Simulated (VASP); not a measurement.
# Ge32H19N in VASP: notebook

Ge32H19N is run at these levels: PBE+D3(BJ); tasks: single point.

All numbers are computed with VASP 6.6.1; they aren't measurements. Logs are shortened: lines on timing, memory, paths and dates and some standing lists are left out, and cuts for length are marked.

## 1. The cell of the first run

The cell holds a slab with vacuum, 52 atoms: a = 11.316 Å, b = 11.316 Å, c = 20.913 Å, α = 90.00°, β = 90.00°, γ = 90.00°.

## 2. Single point, PBE+D3(BJ)

Input file INCAR:

```
SYSTEM = Ge32H19N
PREC = Accurate
ENCUT = 520
EDIFF = 1E-6
ISMEAR = 0
SIGMA = 0.03
LREAL = Auto
LASPH = .TRUE.
NELM = 100
ALGO = Normal
ISIF = 2
LWAVE = .FALSE.
LCHARG = .FALSE.
GGA = PE
IVDW = 12
NBANDS = 268
```

Input file KPOINTS:

```
Automatic mesh
0
G
  1 1 1
  0 0 0
```

Input file POSCAR:

```
Ge32H19N
1.0
    8.0016200000      8.0016200000      0.0000000000
   -8.0016200000      8.0016200000      0.0000000000
    0.0000000000      0.0000000000     20.9129000000
Ge H N
32 19 1
Direct
   -0.3153614518      0.3090947208      0.3423547667
   -0.1929376176     -0.3184539506      0.3411604321
    0.0275979114     -0.0409125902      0.3805579810
    0.3058261327      0.1808538146      0.3413493585
   -0.0369579535     -0.4683233520      0.3820412281
    0.1887714613     -0.1931670712      0.3490340890
    0.4617584939      0.0310779567      0.3819937933
    0.5282180358     -0.5410714330      0.3821044427
   -0.1242539636      0.3850502773      0.3026597459
   -0.1170533592     -0.1283530710      0.3007162087
    0.1130157393      0.1101451956      0.3040866164
    0.3824714245      0.3719298092      0.3014600558
    0.1123107571     -0.3806447944      0.3034450028
    0.3742197830     -0.1140960830      0.3020178454
    0.6131632719      0.1163908683      0.3041830640
    0.6136388006     -0.3897178946      0.3042719565
   -0.0011847601      0.2504157908      0.2352514477
    0.0023405260     -0.2530442585      0.2284118893
    0.2501448457      0.0014407083      0.2290583324
    0.5019767872      0.2483873891      0.2288230709
    0.2495610889     -0.5006708642      0.2356123254
    0.4980625798     -0.2492562131      0.2356217454
    0.7500911066     -0.0017388979      0.2350354566
    0.7491639818     -0.4983898885      0.2289845024
   -0.1250000000      0.1250000000      0.1644629870
   -0.1250000000     -0.3750000000      0.1644629870
    0.1250000000     -0.1250000000      0.1644629870
    0.3750000000      0.1250000000      0.1644629870
    0.1250000000     -0.6250000000      0.1644629870
    0.3750000000     -0.3750000000      0.1644629870
    0.6250000000     -0.1250000000      0.1644629870
    0.6250000000     -0.6250000000      0.1644629870
   -0.0489780195      0.0489780195      0.1195430093
   -0.2010219805      0.2010219805      0.1195430093
   -0.0489780195     -0.4510219805      0.1195430093
   -0.2010219805     -0.2989780195      0.1195430093
    0.2010219805     -0.2010219805      0.1195430093
    0.0489780195     -0.0489780195      0.1195430093
    0.4510219805      0.0489780195      0.1195430093
    0.2989780195      0.2010219805      0.1195430093
    0.2010219805     -0.7010219805      0.1195430093
    0.0489780195     -0.5489780195      0.1195430093
    0.4510219805     -0.4510219805      0.1195430093
    0.2989780195     -0.2989780195      0.1195430093
    0.7010219805     -0.2010219805      0.1195430093
    0.5489780195     -0.0489780195      0.1195430093
    0.7010219805     -0.7010219805      0.1195430093
    0.5489780195     -0.5489780195      0.1195430093
    0.1776036603     -0.1865585969      0.4746714229
    0.3204737916     -0.1886369885      0.4561206241
    0.2435303726     -0.3146494710      0.4587254278
    0.2402234173     -0.2270297140      0.4469208479
```

Potentials or basis: VASP PAW PBE potentials, release 64 (Ge_d, H, N).

On the command line:

```sh
> cat potpaw_PBE.64/Ge_d/POTCAR potpaw_PBE.64/H/POTCAR potpaw_PBE.64/N/POTCAR > POTCAR
> mpirun -np 1 vasp_gam > vasp.out
```

OUTCAR:

```text
SYSTEM = Ge32H19N
   PREC = Accurate
   ENCUT = 520
   EDIFF = 1E-6
   ISMEAR = 0
   LREAL = Auto
   LASPH = .TRUE.
   NELM = 100
   ISIF = 2
   GGA = PE
   IVDW = 12
 IVDW          = 12

 ion  position               nearest neighbor table
   1  0.685  0.309  0.342-  15 2.46   9 2.47   8 2.59
   2  0.807  0.682  0.341-  16 2.46  10 2.47   5 2.59
   3  0.028  0.959  0.381-  11 2.53  10 2.54   6 2.59
   4  0.306  0.181  0.341-  11 2.45  12 2.47   7 2.59
   5  0.963  0.532  0.382-   9 2.55  13 2.56   2 2.59
   6  0.189  0.807  0.349-  52 2.16  13 2.48  14 2.48   3 2.59
   7  0.462  0.031  0.382-  14 2.55  15 2.55   4 2.59
   8  0.528  0.459  0.382-  16 2.55  12 2.56   1 2.59
   9  0.876  0.385  0.303-   1 2.47  24 2.48  17 2.50   5 2.55
  10  0.883  0.872  0.301-   2 2.47  18 2.47  23 2.49   3 2.54
  11  0.113  0.110  0.304-   4 2.45  17 2.50  19 2.53   3 2.53
  12  0.382  0.372  0.301-  20 2.47   4 2.47  21 2.50   8 2.56
  13  0.112  0.619  0.303-  18 2.47   6 2.48  21 2.50   5 2.56
  14  0.374  0.886  0.302-  19 2.45   6 2.48  22 2.50   7 2.55
[... 16 lines left out ...]
  31  0.625  0.875  0.164-  45 1.54  46 1.54  23 2.48  22 2.50
  32  0.625  0.375  0.164-  47 1.54  48 1.54  20 2.41  24 2.42
  33  0.951  0.049  0.120-  25 1.54
  34  0.799  0.201  0.120-  25 1.54
  35  0.951  0.549  0.120-  26 1.54
  36  0.799  0.701  0.120-  26 1.54
  37  0.201  0.799  0.120-  27 1.54
  38  0.049  0.951  0.120-  27 1.54
[... 11 lines left out ...]
  50  0.320  0.811  0.456-  52 1.02
  51  0.244  0.685  0.459-  52 1.02
  52  0.240  0.773  0.447-  51 1.02  49 1.02  50 1.02   6 2.16

  LATTYP: Found a simple tetragonal cell.
 ALAT       =    11.3159995250
 C/A-ratio  =     1.8480824388

  Lattice vectors:

 A1 = (   8.0016200000,   8.0016200000,   0.0000000000)
 A2 = (  -8.0016200000,   8.0016200000,   0.0000000000)
 A3 = (   0.0000000000,   0.0000000000,  20.9129000000)

Analysis of symmetry for initial positions (statically):
=====================================================================
 Subroutine PRICEL returns:
 Original cell was already a primitive cell.

 Routine SETGRP: Setting up the symmetry group for a
 simple tetragonal supercell.

 Subroutine GETGRP returns: Found  1 space group operations
 (whereof  1 operations were pure point group operations)
 out of a pool of 16 trial point group operations.

The static configuration has the point symmetry C_1 .

Analysis of symmetry for dynamics (positions and initial velocities):
=====================================================================
 Subroutine PRICEL returns:
 Original cell was already a primitive cell.

 Routine SETGRP: Setting up the symmetry group for a
 simple tetragonal supercell.

 Subroutine GETGRP returns: Found  1 space group operations
 (whereof  1 operations were pure point group operations)
 out of a pool of 16 trial point group operations.

The dynamic configuration has the point symmetry C_1 .

 Subroutine INISYM returns: Found  1 space group operations
 (whereof  1 operations are pure point group operations),
 and found     1 'primitive' translations

----------------------------------------------------------------------------------------

                                     Primitive cell

  volume of cell :    2677.9354

  direct lattice vectors                    reciprocal lattice vectors
     8.001620000  8.001620000  0.000000000     0.062487346  0.062487346  0.000000000
    -8.001620000  8.001620000  0.000000000    -0.062487346  0.062487346  0.000000000
     0.000000000  0.000000000 20.912900000     0.000000000  0.000000000  0.047817376

  length of vectors
    11.315999525 11.315999525 20.912900000     0.088370453  0.088370453  0.047817376

  position of ions in fractional coordinates (direct lattice)
     0.684638548  0.309094721  0.342354767
     0.807062382  0.681546049  0.341160432
     0.027597911  0.959087410  0.380557981
     0.305826133  0.180853815  0.341349358
     0.963042047  0.531676648  0.382041228
     0.188771461  0.806832929  0.349034089
[... 44 lines left out ...]
     0.243530373  0.685350529  0.458725428
     0.240223417  0.772970286  0.446920848

  ion indices of the primitive-cell ions
   primitive index   ion index
                 1           1
                 2           2
                 3           3
                 4           4
                 5           5
                 6           6
[... 44 lines left out ...]
                51          51
                52          52

----------------------------------------------------------------------------------------

 KPOINTS: Automatic mesh

Automatic generation of k-mesh.
 Grid dimensions read from file:
 generate k-points for:    1    1    1

 Generating k-lattice:

  Cartesian coordinates                     Fractional coordinates (reciprocal lattice)
     0.062487346  0.062487346  0.000000000     1.000000000  0.000000000  0.000000000
    -0.062487346  0.062487346  0.000000000     0.000000000  1.000000000  0.000000000
     0.000000000  0.000000000  0.047817376     0.000000000  0.000000000  1.000000000

  Length of vectors
     0.088370453  0.088370453  0.047817376

  Shift w.r.t. Gamma in fractional coordinates (k-lattice)
     0.000000000  0.000000000  0.000000000

 Subroutine IBZKPT returns following result:
 ===========================================

 Found      1 irreducible k-points:

 Following reciprocal coordinates:
            Coordinates               Weight
  0.000000  0.000000  0.000000      1.000000
   k-points           NKPTS =      1   k-points in BZ     NKDIM =      1   number of bands    NBANDS=    268
   number of dos      NEDOS =    301   number of ions     NIONS =     52
   total plane-waves  NPLWV = ******
   dimension x,y,z NGX =    84 NGY =   84 NGZ =  160
   dimension x,y,z NGXF=   168 NGYF=  168 NGZF=  320
   ions per type =              32  19   1
   NGX,Y,Z   is equivalent  to a cutoff of  12.34, 12.34, 12.72 a.u.
   NGXF,Y,Z  is equivalent  to a cutoff of  24.68, 24.68, 25.44 a.u.
 SYSTEM =  Ge32H19N
   PREC   = accura    normal or accurate (medium, high low for compatibility)
   ISTART =      0    job   : 0-new  1-cont  2-samecut
   ICHARG =      2    charge: 1-file 2-atom 10-const
   ISPIN  =      1    spin polarized calculation?
   LNONCOLLINEAR =      F non collinear calculations
   LSORBIT =      F    spin-orbit coupling
   LASPH  =      T    aspherical Exc in radial PAW
   ENCUT  =  520.0 eV  38.22 Ry    6.18 a.u.  21.04 21.04 38.88*2*pi/ulx,y,z
   NELM   =    100;   NELMIN=  2; NELMDL= -5     # of ELM steps
   EDIFF  = 0.1E-05   stopping-criterion for ELM
   LREAL  =      T    real-space projection
   EDIFFG = 0.1E-04   stopping-criterion for IOM
   NSW    =      0    number of steps for IOM
   IBRION =     -1    ionic relax: 0-MD 1-quasi-New 2-CG
   NFREE  =      0    steps in history (QN), initial steepest desc. (CG)
   ISIF   =      2    stress and relaxation
   ISYM   =      2    0-nonsym 1-usesym 2-fastsym
   POTIM  = 0.5000    time-step for ionic-motion
   TEBEG  =    0.0;   TEEND  =   0.0 temperature during run
   PSTRESS=    0.0 pullay stress
   NELECT =     472.0000    total number of electrons
   NUPDOWN=      -1.0000    fix difference up-down
   EMIN   =  10.00;   EMAX   =-10.00  energy-range for DOS
   EFERMI =   0.00;   METHOD = LEGACY
   ISMEAR =     0;   SIGMA  =   0.03  broadening in eV -4-tet -1-fermi 0-gaus
   EFERMI_NEDOS =   21; number of points for ismear=-14 and -15
   IALGO  =     38    algorithm
   IMIX   =      4    mixing-type and parameters
     AMIX     =   0.40;   BMIX     =  1.00
     AMIX_MAG =   1.60;   BMIX_MAG =  1.00
  volume/ion in A,a.u.               =      51.50       347.53
  Fermi-wavevector in a.u.,A,eV,Ry     =   0.917886  1.734553 11.463111  0.842515
  Thomas-Fermi vector in A             =   2.042906
   LORBIT       =      0    0 simple, 1 ext, 2 COOP (PROOUT), +10 PAW based schemes
   GGA     = PE    functional components
   LHFCALC =     F    Hartree Fock is set to
   AEXX    =    0.0000 exact exchange contribution
   IVDW    =    12    specifies the selected vdW correction
   LEPSILON=     F    determine dielectric tensor
   LRPA    =     F    only Hartree local field effects (RPA)
 non-spin polarized calculation
 Gauss-broadening in eV      SIGMA  =   0.03
  energy-cutoff  :      520.00
  volume of cell :     2677.94
 maximum number of plane-waves:     35941
   NGX = 43   NGY = 43   NGZ = 77

 number of electron     471.9999712 magnetization

 Free energy of the ion-electron system (eV)
  ---------------------------------------------------
  ext. energy  EPLUGINS =         0.00000000
  ---------------------------------------------------
  free energy    TOTEN  =      -205.46499657 eV

  energy without entropy =     -205.46499657  energy(sigma->0) =     -205.46499657

 E-fermi :  -1.7807     XC(G=0):  -3.7036

 val. band max:       -1.9960148124   @ k =   0.0000   0.0000   0.0000
 cond. band min:      -1.4789484552   @ k =   0.0000   0.0000   0.0000
 fundamental gap:      0.5170663572
 Fermi energy:        -1.7806916970

 k-point     1 :       0.0000    0.0000    0.0000
  band No.  band energies     occupation
      1     -26.4980      2.00000
      2     -26.4372      2.00000
      3     -26.4333      2.00000
      4     -26.4306      2.00000
      5     -26.4200      2.00000
      6     -26.3731      2.00000
[... 240 lines left out ...]
    247       0.3785      0.00000
    248       0.5928      0.00000
 [bands above 248 left out]

------------------------ aborting loop because EDIFF is reached ----------------------------------------

 Edisp (eV)   -7.07229

 E8    (eV) :    -3.1370

  FORCE on cell =-STRESS in cart. coord.  units (eV):
  Direction    XX          YY          ZZ          XY          YZ          ZX
  --------------------------------------------------------------------------------------
  -------------------------------------------------------------------------------------
  Total      12.68396     5.08149    -0.42839     0.70795     0.21878     0.66407
  in kB       7.58866     3.04020    -0.25630     0.42356     0.13090     0.39731
  external pressure =        3.46 kB  Pullay stress =        0.00 kB

 VOLUME and BASIS-vectors are now :
 -----------------------------------------------------------------------------
  energy-cutoff  :      520.00
  volume of cell :     2677.94
      direct lattice vectors                 reciprocal lattice vectors
     8.001620000  8.001620000  0.000000000     0.062487346  0.062487346  0.000000000
    -8.001620000  8.001620000  0.000000000    -0.062487346  0.062487346  0.000000000
     0.000000000  0.000000000 20.912900000     0.000000000  0.000000000  0.047817376

 POSITION                                       TOTAL-FORCE (eV/Angst)
 -----------------------------------------------------------------------------------
      3.00496      7.95148      7.15963        -0.000939      0.003607     -0.002552
      1.00433     11.91128      7.13465        -0.007364     -0.001838      0.017154
     -7.45343      7.89508      7.95857        -0.004225     -0.001448      0.026181
      0.99998      3.89423      7.13860        -0.007153     -0.003561      0.013214
      3.45162     11.96017      7.98959        -0.002532      0.001434      0.000624
     -4.94549      7.96645      7.29931         0.006849      0.002877      0.002010
[... 44 lines left out ...]
     -3.53528      7.43255      9.59328         0.043060      0.013809     -0.041410
     -4.26284      8.10719      9.34641         0.053434     -0.001515      0.038324
 -----------------------------------------------------------------------------------
    total drift:                               -0.006015     -0.004635      0.002933

  FREE ENERGIE OF THE ION-ELECTRON SYSTEM (eV)
  ---------------------------------------------------
  free  energy   TOTEN  =      -212.5372874628 eV

  energy  without entropy=     -212.5372874628  energy(sigma->0) =     -212.53728746
```

Run time: 26 min. Hardware: 1 thread of AMD EPYC 9R14 (Zen 4), shared host; peak memory 1.8 GiB.

Results:

```
Free energy                : -212.5373 eV
Largest force              : 0.599 eV/Å
Dispersion energy per atom : -0.136 eV
```

Forces on the atoms (eV/Å):
```
Ge  -0.001  0.004 -0.003
Ge  -0.007 -0.002  0.017
Ge  -0.004 -0.001  0.026
Ge  -0.007 -0.004  0.013
Ge  -0.003  0.001  0.001
Ge   0.007  0.003  0.002
Ge  -0.002  0.000  0.004
Ge  -0.003 -0.002  0.008
Ge   0.008  0.002  0.009
Ge   0.003 -0.003 -0.005
Ge  -0.002 -0.003  0.008
Ge   0.004 -0.002 -0.008
Ge  -0.002  0.002 -0.010
Ge   0.004 -0.003  0.002
Ge  -0.001  0.002 -0.013
Ge  -0.002  0.000  0.006
Ge  -0.001 -0.003 -0.005
Ge  -0.001  0.007 -0.008
Ge   0.005  0.000 -0.014
Ge   0.001  0.006 -0.007
Ge   0.003  0.001 -0.003
Ge  -0.003 -0.002 -0.004
Ge   0.003 -0.001 -0.002
Ge  -0.002 -0.004 -0.012
Ge  -0.182 -0.051  0.545
Ge   0.039  0.118 -0.586
Ge  -0.093  0.066 -0.459
Ge   0.066  0.063 -0.572
Ge   0.116 -0.012  0.553
Ge  -0.167 -0.064  0.572
Ge   0.121 -0.046  0.533
Ge  -0.079  0.072 -0.516
H    0.028 -0.007  0.016
H    0.096 -0.023  0.014
H   -0.059 -0.081 -0.049
H    0.101 -0.002 -0.009
H   -0.083  0.073 -0.010
H    0.050 -0.030 -0.047
H   -0.058 -0.040 -0.046
H    0.098  0.053 -0.014
H   -0.080 -0.020  0.027
H   -0.014 -0.010  0.017
H    0.022 -0.001  0.018
H    0.085 -0.023  0.014
H   -0.080 -0.027  0.027
H   -0.013 -0.036  0.015
H   -0.088  0.055  0.000
H    0.055 -0.036 -0.027
H    0.009  0.001  0.009
H    0.018  0.000 -0.022
H    0.043  0.014 -0.041
N    0.053 -0.002  0.038
```

Caveat: the k points lie up to 0.56 Å⁻¹ apart.

[end of part 1 of 2]
